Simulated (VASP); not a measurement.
Set up this calculation in VASP 6.6.1, as the native input.

```
Task                   : relaxation of cell and atoms
Functional             : PBE
Potentials or basis    : VASP PAW PBE potentials, release 64 (Li_sv)
Cutoff                 : 600 eV
k mesh                 : 6 × 6 × 10
Occupations            : gaussian, width 0.1 eV
Spin                   : no spin polarisation
Dipole correction      : no
Further INCAR settings : ALGO = Fast; EDIFF = 1e-06; IBRION = 2; EDIFFG = -0.01; NSW = 100; ISIF = 3
```

The structure of Li lies in POSCAR:

```
Li
1.0
    7.6746345725      0.0000000000      0.0000000000
    0.0000000000      7.6746345725      0.0000000000
    0.0000000000      0.0000000000      3.5274928473
Li
10
Direct
    0.6664842694      0.8335157306      0.5000000000
    0.8335157306      0.3335157306      0.5000000000
    0.3335157306      0.1664842694      0.5000000000
    0.1664842694      0.6664842694      0.5000000000
    0.5000000000      0.5000000000      0.0000000000
    0.0000000000      0.0000000000      0.0000000000
    0.6326725702      0.1326725702      0.0000000000
    0.8673274298      0.6326725702      0.0000000000
    0.1326725702      0.3673274298      0.0000000000
    0.3673274298      0.8673274298      0.0000000000
```

One way to write it, as run:

INCAR

```
PREC = Accurate
ENCUT = 600
EDIFF = 1E-6
ISMEAR = 0
SIGMA = 0.1
LREAL = False
LASPH = True
NELM = 80
ALGO = Fast
ISIF = 3
LWAVE = False
LCHARG = False
GGA = PE
IBRION = 2
NSW = 100
EDIFFG = -0.01
```

KPOINTS

```
regular mesh
0
Gamma
  6 6 10
```

Potentials or basis: VASP PAW PBE potentials, release 64 (Li_sv).

Run with:

```console
$ cat potpaw_PBE.64/Li_sv/POTCAR > POTCAR
$ mpirun -np 1 vasp_std > vasp.out
```

Results of the run:

```json
{"Relaxed volume": "20.77 Å³/atom", "Relaxed cell": "a = 8.012 Å, b = 8.012 Å, c = 3.236 Å, α = 90.00°, β = 90.00°, γ = 90.00°", "Space group after relaxing (to 0.1 Å)": "P4/mbm (No. 127)", "Energy gained by relaxing": "8.9 meV/atom", "Ionic steps": "7", "Pressure after relaxing": "0.0 GPa", "Largest force after relaxing": "0.008 eV/Å", "Band gap on the k mesh": "zero (bands 15 and 16 overlap by 2.35 eV)"}
```

Caveat: the cutoff is under 1.25 times the usual one of these potentials, so pressure, stress and relaxed cells hold a basis-set (Pulay) error.

Wall time 57 min on 1 thread of Intel Xeon 8259CL, with other jobs on the host, peak memory 0.48 GiB.
